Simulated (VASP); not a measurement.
# AgPb7F16 (a cell with a defect) in VASP: single point with PBE

Aim: the single point of AgPb7F16 (a cell with a defect) with PBE.

All numbers are computed with VASP 6.6.1; they aren't measurements. Logs are shortened: lines on timing, memory, paths and dates and some standing lists are left out, and cuts for length are marked.

### 1 The cell of the first run

The cell holds a defect, 24 atoms: a = 8.366 Å, b = 8.366 Å, c = 8.366 Å, α = 60.00°, β = 60.00°, γ = 60.00°.

### 2 Single point, PBE

INCAR reads:

```
SYSTEM = AgPb7F16
PREC = Accurate
ENCUT = 520
EDIFF = 1E-7
ISMEAR = -1
SIGMA = 0.01
LREAL = Auto
LASPH = .True.
NELM = 60
ALGO = Normal
ISIF = 2
LWAVE = .False.
LCHARG = .True.
GGA = PE
LELF = .True.
LVHAR = .True.
NBANDS = 128
NELECT = 222.0
```

KPOINTS reads:

```
Automatic mesh
0
Gamma
  3 3 3
  0 0 0
```

POSCAR reads:

```
AgPb7F16
1.0
    0.0000000000      5.9158968646      5.9158968646
    5.9158968646      0.0000000000      5.9158968646
    5.9158968646      5.9158968646      0.0000000000
Ag Pb F
1 7 16
Direct
    0.0000000000      0.0000000000      0.0000000000
    0.0000000000      0.0000000000      0.5000000000
    0.0000000000      0.5000000000      0.0000000000
    0.0000000000      0.5000000000      0.5000000000
    0.5000000000      0.0000000000      0.0000000000
    0.5000000000      0.0000000000      0.5000000000
    0.5000000000      0.5000000000      0.0000000000
    0.5000000000      0.5000000000      0.5000000000
    0.3764855183      0.3764855183      0.3764855183
    0.3764855183      0.3764855183      0.8705434450
    0.3764855183      0.8705434450      0.3764855183
    0.3848864416      0.8717045195      0.8717045195
    0.8705434450      0.3764855183      0.3764855183
    0.8717045195      0.3848864416      0.8717045195
    0.8717045195      0.8717045195      0.3848864416
    0.8717045195      0.8717045195      0.8717045195
    0.1282954805      0.1282954805      0.1282954805
    0.1282954805      0.1282954805      0.6151135584
    0.1282954805      0.6151135584      0.1282954805
    0.1294565550      0.6235144817      0.6235144817
    0.6151135584      0.1282954805      0.1282954805
    0.6235144817      0.1294565550      0.6235144817
    0.6235144817      0.6235144817      0.1294565550
    0.6235144817      0.6235144817      0.6235144817
```

Potentials or basis: VASP PAW PBE potentials, release 64 (Ag, Pb_d, F).

Launch:

```bash
$ cat potpaw_PBE.64/Ag/POTCAR potpaw_PBE.64/Pb_d/POTCAR potpaw_PBE.64/F/POTCAR > POTCAR
$ mpirun -np 1 vasp_std > vasp.out
```

OUTCAR:

```text
SYSTEM = AgPb7F16
   PREC = Accurate
   ENCUT = 520
   EDIFF = 1E-7
   ISMEAR = -1
   LREAL = Auto
   LASPH = .True.
   NELM = 60
   ISIF = 2
   GGA = PE
   NELECT = 222.0

 ion  position               nearest neighbor table
   1  0.000  0.000  0.000-  16 2.63  17 2.63  15 2.63  12 2.63  14 2.63  18 2.63  19 2.63  21 2.63

   2  0.000  0.000  0.500-  15 2.54  18 2.54  17 2.54  16 2.54  11 2.57  13 2.57  20 2.57  22 2.57

   3  0.000  0.500  0.000-  14 2.54  19 2.54  17 2.54  16 2.54  10 2.57  13 2.57  20 2.57  23 2.57

   4  0.000  0.500  0.500-  14 2.54  15 2.54  18 2.54  19 2.54   9 2.57  24 2.57  20 2.57  13 2.57

   5  0.500  0.000  0.000-  12 2.54  21 2.54  17 2.54  16 2.54  10 2.57  11 2.57  22 2.57  23 2.57

   6  0.500  0.000  0.500-  12 2.54  15 2.54  18 2.54  21 2.54   9 2.57  24 2.57  22 2.57  11 2.57

   7  0.500  0.500  0.000-  12 2.54  14 2.54  19 2.54  21 2.54   9 2.57  24 2.57  23 2.57  10 2.57

   8  0.500  0.500  0.500-  10 2.53  11 2.53  13 2.53  20 2.53  22 2.53  23 2.53   9 2.53  24 2.53

   9  0.376  0.376  0.376-   8 2.53   6 2.57   7 2.57   4 2.57
  10  0.376  0.376  0.871-   8 2.53   5 2.57   3 2.57   7 2.57
  11  0.376  0.871  0.376-   8 2.53   5 2.57   2 2.57   6 2.57
  12  0.385  0.872  0.872-   5 2.54   6 2.54   7 2.54   1 2.63
  13  0.871  0.376  0.376-   8 2.53   3 2.57   2 2.57   4 2.57
  14  0.872  0.385  0.872-   3 2.54   4 2.54   7 2.54   1 2.63
[... 8 lines left out ...]
  23  0.624  0.624  0.129-   8 2.53   5 2.57   3 2.57   7 2.57
  24  0.624  0.624  0.624-   8 2.53   6 2.57   7 2.57   4 2.57

  LATTYP: Found a face centered cubic cell.
 ALAT       =    11.8317937292

  Lattice vectors:

 A1 = (   0.0000000000,   5.9158968646,   5.9158968646)
 A2 = (   5.9158968646,   0.0000000000,   5.9158968646)
 A3 = (   5.9158968646,   5.9158968646,   0.0000000000)

Analysis of symmetry for initial positions (statically):
=====================================================================
 Subroutine PRICEL returns:
 Original cell was already a primitive cell.

 Routine SETGRP: Setting up the symmetry group for a
 face centered cubic supercell.

 Subroutine GETGRP returns: Found 48 space group operations
 (whereof 48 operations were pure point group operations)
 out of a pool of 48 trial point group operations.

The static configuration has the point symmetry O_h .

Analysis of symmetry for dynamics (positions and initial velocities):
=====================================================================
 Subroutine PRICEL returns:
 Original cell was already a primitive cell.

 Routine SETGRP: Setting up the symmetry group for a
 face centered cubic supercell.

 Subroutine GETGRP returns: Found 48 space group operations
 (whereof 48 operations were pure point group operations)
 out of a pool of 48 trial point group operations.

The dynamic configuration has the point symmetry O_h .

 Subroutine INISYM returns: Found 48 space group operations
 (whereof 48 operations are pure point group operations),
 and found     1 'primitive' translations

----------------------------------------------------------------------------------------

                                     Primitive cell

  volume of cell :     414.0872

  direct lattice vectors                    reciprocal lattice vectors
     0.000000000  5.915896865  5.915896865    -0.084518039  0.084518039  0.084518039
     5.915896865  0.000000000  5.915896865     0.084518039 -0.084518039  0.084518039
     5.915896865  5.915896865  0.000000000     0.084518039  0.084518039 -0.084518039

  length of vectors
     8.366341580  8.366341580  8.366341580     0.146389537  0.146389537  0.146389537

  position of ions in fractional coordinates (direct lattice)
     0.000000000  0.000000000  0.000000000
     0.000000000  0.000000000  0.500000000
     0.000000000  0.500000000  0.000000000
     0.000000000  0.500000000  0.500000000
     0.500000000  0.000000000  0.000000000
     0.500000000  0.000000000  0.500000000
[... 16 lines left out ...]
     0.623514482  0.623514482  0.129456555
     0.623514482  0.623514482  0.623514482

  ion indices of the primitive-cell ions
   primitive index   ion index
                 1           1
                 2           2
                 3           3
                 4           4
                 5           5
                 6           6
[... 16 lines left out ...]
                23          23
                24          24

----------------------------------------------------------------------------------------

 KPOINTS: Automatic mesh

Automatic generation of k-mesh.
 Grid dimensions read from file:
 generate k-points for:    3    3    3

 Generating k-lattice:

  Cartesian coordinates                     Fractional coordinates (reciprocal lattice)
    -0.028172680  0.028172680  0.028172680     0.333333333  0.000000000  0.000000000
     0.028172680 -0.028172680  0.028172680     0.000000000  0.333333333  0.000000000
     0.028172680  0.028172680 -0.028172680     0.000000000  0.000000000  0.333333333

  Length of vectors
     0.048796512  0.048796512  0.048796512

  Shift w.r.t. Gamma in fractional coordinates (k-lattice)
     0.000000000  0.000000000  0.000000000

 Subroutine IBZKPT returns following result:
 ===========================================

 Found      4 irreducible k-points:

 Following reciprocal coordinates:
            Coordinates               Weight
  0.000000  0.000000  0.000000      1.000000
  0.333333  0.000000  0.000000      8.000000
  0.333333  0.333333  0.000000      6.000000
 -0.333333  0.333333  0.000000     12.000000
   k-points           NKPTS =      4   k-points in BZ     NKDIM =      4   number of bands    NBANDS=    128
   number of dos      NEDOS =    301   number of ions     NIONS =     24
   total plane-waves  NPLWV = 262144
   dimension x,y,z NGX =    64 NGY =   64 NGZ =   64
   dimension x,y,z NGXF=   128 NGYF=  128 NGZF=  128
   ions per type =               1   7  16
   NGX,Y,Z   is equivalent  to a cutoff of  12.72, 12.72, 12.72 a.u.
   NGXF,Y,Z  is equivalent  to a cutoff of  25.43, 25.43, 25.43 a.u.
 SYSTEM =  AgPb7F16
   PREC   = accura    normal or accurate (medium, high low for compatibility)
   ISTART =      0    job   : 0-new  1-cont  2-samecut
   ICHARG =      2    charge: 1-file 2-atom 10-const
   ISPIN  =      1    spin polarized calculation?
   LNONCOLLINEAR =      F non collinear calculations
   LSORBIT =      F    spin-orbit coupling
   LASPH  =      T    aspherical Exc in radial PAW
   ENCUT  =  520.0 eV  38.22 Ry    6.18 a.u.  15.56 15.56 15.56*2*pi/ulx,y,z
   NELM   =     60;   NELMIN=  2; NELMDL= -5     # of ELM steps
   EDIFF  = 0.1E-06   stopping-criterion for ELM
   LREAL  =      T    real-space projection
   EDIFFG = 0.1E-05   stopping-criterion for IOM
   NSW    =      0    number of steps for IOM
   IBRION =     -1    ionic relax: 0-MD 1-quasi-New 2-CG
   NFREE  =      0    steps in history (QN), initial steepest desc. (CG)
   ISIF   =      2    stress and relaxation
   ISYM   =      2    0-nonsym 1-usesym 2-fastsym
   POTIM  = 0.5000    time-step for ionic-motion
   TEBEG  =    0.0;   TEEND  =   0.0 temperature during run
   PSTRESS=    0.0 pullay stress
   NELECT =     222.0000    total number of electrons
   NUPDOWN=      -1.0000    fix difference up-down
   EMIN   =  10.00;   EMAX   =-10.00  energy-range for DOS
   EFERMI =   0.00;   METHOD = LEGACY
   ISMEAR =    -1;   SIGMA  =   0.01  broadening in eV -4-tet -1-fermi 0-gaus
   EFERMI_NEDOS =   21; number of points for ismear=-14 and -15
   IALGO  =     38    algorithm
   IMIX   =      4    mixing-type and parameters
     AMIX     =   0.40;   BMIX     =  1.00
     AMIX_MAG =   1.60;   BMIX_MAG =  1.00
  volume/ion in A,a.u.               =      17.25       116.43
  Fermi-wavevector in a.u.,A,eV,Ry     =   1.329929  2.513202 24.064788  1.768712
  Thomas-Fermi vector in A             =   2.459055
   LORBIT       =      0    0 simple, 1 ext, 2 COOP (PROOUT), +10 PAW based schemes
   GGA     = PE    functional components
   LHFCALC =     F    Hartree Fock is set to
   AEXX    =    0.0000 exact exchange contribution
   IVDW    =     0    specifies the selected vdW correction
   LEPSILON=     F    determine dielectric tensor
   LRPA    =     F    only Hartree local field effects (RPA)
 non-spin polarized calculation
  energy-cutoff  :      520.00
  volume of cell :      414.09
 maximum number of plane-waves:     11158
 NGX is ok and might be reduce to    64
   NGX = 31   NGY = 31   NGZ = 31

 number of electron     221.9999970 magnetization

 Free energy of the ion-electron system (eV)
  ---------------------------------------------------
  ext. energy  EPLUGINS =         0.00000000
  ---------------------------------------------------
  free energy    TOTEN  =      -107.66870662 eV

  energy without entropy =     -107.66870662  energy(sigma->0) =     -107.66870662

 E-fermi :   2.4638     XC(G=0):  -9.4142

 val. band max:        2.2342496009   @ k =   0.0000   0.0000   0.0000
 cond. band min:       6.1470788718   @ k =   0.3333   0.3333   0.0000
 fundamental gap:      3.9128292709
 Fermi energy:         2.4638314771

 k-point     1 :       0.0000    0.0000    0.0000
  band No.  band energies     occupation
      1     -19.5812      2.00000
      2     -19.3484      2.00000
      3     -19.3484      2.00000
      4     -19.3484      2.00000
      5     -19.3241      2.00000
      6     -19.3241      2.00000
[... 115 lines left out ...]
    122       8.5123      0.00000
    123       9.2260      0.00000

 k-point     2 :       0.3333    0.0000    0.0000
  band No.  band energies     occupation
      1     -19.5440      2.00000
      2     -19.4089      2.00000
      3     -19.3634      2.00000
      4     -19.3634      2.00000
      5     -19.3104      2.00000
      6     -19.3091      2.00000
[... 115 lines left out ...]
    122       8.6681      0.00000
    123       8.7364      0.00000

 k-point     3 :       0.3333    0.3333    0.0000
  band No.  band energies     occupation
      1     -19.5305      2.00000
      2     -19.4030      2.00000
      3     -19.3795      2.00000
      4     -19.3795      2.00000
      5     -19.3320      2.00000
      6     -19.2929      2.00000
[... 115 lines left out ...]
    122       8.5570      0.00000
    123       8.6614      0.00000

 k-point     4 :      -0.3333    0.3333    0.0000
  band No.  band energies     occupation
      1     -19.5074      2.00000
      2     -19.4172      2.00000
      3     -19.4100      2.00000
      4     -19.3766      2.00000
      5     -19.3136      2.00000
      6     -19.2958      2.00000
[... 115 lines left out ...]
    122       8.3681      0.00000
    123       8.5393      0.00000
 [bands above 123 left out]

------------------------ aborting loop because EDIFF is reached ----------------------------------------

  FORCE on cell =-STRESS in cart. coord.  units (eV):
  Direction    XX          YY          ZZ          XY          YZ          ZX
  --------------------------------------------------------------------------------------
  -------------------------------------------------------------------------------------
  Total       14.0177891     14.0177891     14.0177891      0.0000000     -0.0000000      0.0000000
  in kB       54.2373331     54.2373331     54.2373331      0.0000000     -0.0000000      0.0000000
  external PRESSURE =      54.2373331 kB  Pullay stress =       0.0000000 kB

 VOLUME and BASIS-vectors are now :
 -----------------------------------------------------------------------------
  energy-cutoff  :      520.00
  volume of cell :      414.09
      direct lattice vectors                 reciprocal lattice vectors
     0.000000000  5.915896865  5.915896865    -0.084518039  0.084518039  0.084518039
     5.915896865  0.000000000  5.915896865     0.084518039 -0.084518039  0.084518039
     5.915896865  5.915896865  0.000000000     0.084518039  0.084518039 -0.084518039

 POSITION                                       TOTAL-FORCE (eV/Angst)
 -----------------------------------------------------------------------------------
      0.00000      0.00000      0.00000        -0.000000      0.000000      0.000000
      2.95795      2.95795      0.00000         0.000000      0.000000      0.000000
      2.95795      0.00000      2.95795         0.000000      0.000000      0.000000
      5.91590      2.95795      2.95795         0.000000      0.000000      0.000000
      0.00000      2.95795      2.95795         0.000000      0.000000      0.000000
      2.95795      5.91590      2.95795         0.000000      0.000000      0.000000
[... 16 lines left out ...]
      4.45450      4.45450      7.37729        -0.001638     -0.001638      0.001638
      7.37729      7.37729      7.37729         0.001638      0.001638      0.001638
 -----------------------------------------------------------------------------------
    total drift:                                0.000000      0.000000      0.000000

  FREE ENERGIE OF THE ION-ELECTRON SYSTEM (eV)
  ---------------------------------------------------
  free  energy   TOTEN  =      -107.6687066208 eV

  energy  without entropy=     -107.6687066208  energy(sigma->0) =     -107.66870662
```

It took 9.6 min on 1 thread of Intel Xeon Platinum 8375C at 2.90GHz (Ice Lake), shared host; peak memory 0.62 GiB.

What came out:

| Item | Value |
| --- | --- |
| Free energy | -107.6687 eV |
| Largest force | 0.006 eV/Å |

Forces on the atoms (eV/Å):
```
Ag   0.000  0.000  0.000
Pb   0.000  0.000  0.000
Pb   0.000  0.000  0.000
Pb   0.000  0.000  0.000
Pb   0.000  0.000  0.000
Pb   0.000  0.000  0.000
Pb   0.000  0.000  0.000
Pb   0.000  0.000  0.000
F   -0.002 -0.002 -0.002
F    0.002  0.002 -0.002
F    0.002 -0.002  0.002
F   -0.004  0.004  0.004
F   -0.002  0.002  0.002
F    0.004 -0.004  0.004
F    0.004  0.004 -0.004
F   -0.004 -0.004 -0.004
F    0.004  0.004  0.004
F   -0.004 -0.004  0.004
F   -0.004  0.004 -0.004
F    0.002 -0.002 -0.002
F    0.004 -0.004 -0.004
F   -0.002  0.002 -0.002
F   -0.002 -0.002  0.002
F    0.002  0.002  0.002
```

Caveat: the cell carries a net charge on a neutralising background, which shifts energy and pressure; the cell is charged against a uniform background, so pressure and absolute levels hang on convention; spin-orbit coupling is left out, which moves the levels of the heavy elements.
